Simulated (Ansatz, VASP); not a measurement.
# Two plane-wave programs on TiB2

```
Ti B
1.0
     3.02920    0.00000    0.00000
    -1.51460    2.62336    0.00000
     0.00000    0.00000    3.22840
Ti B
1 2
Direct
  0.00000 0.00000 0.00000
  0.33333 0.66667 0.50000
  0.66667 0.33333 0.50000
```

Alike in both runs: task single point; functional PBE; k mesh 4 × 4 × 3; occupations fermi-dirac, width 0.1 eV; no spin polarisation.

|  | VASP | Ansatz |
| --- | --- | --- |
| version | VASP 6.6.1 | Ansatz 0.2.0 |
| potentials or method | VASP PAW PBE potentials, release 64 (Ti_sv, B) | plane waves, PAW |
| plane-wave cutoff (eV) | 520 | 420 |
| valence electrons in the cell | 18 | 18 |

```tsv
	VASP	Ansatz	Ansatz less VASP
pressure (GPa)	0.8	0.6	-0.16
traceless stress, the component that is largest in VASP (GPa)	0.65	0.63	-0.024
```

The k mesh is coarse, so the values compare programs but aren't converged.
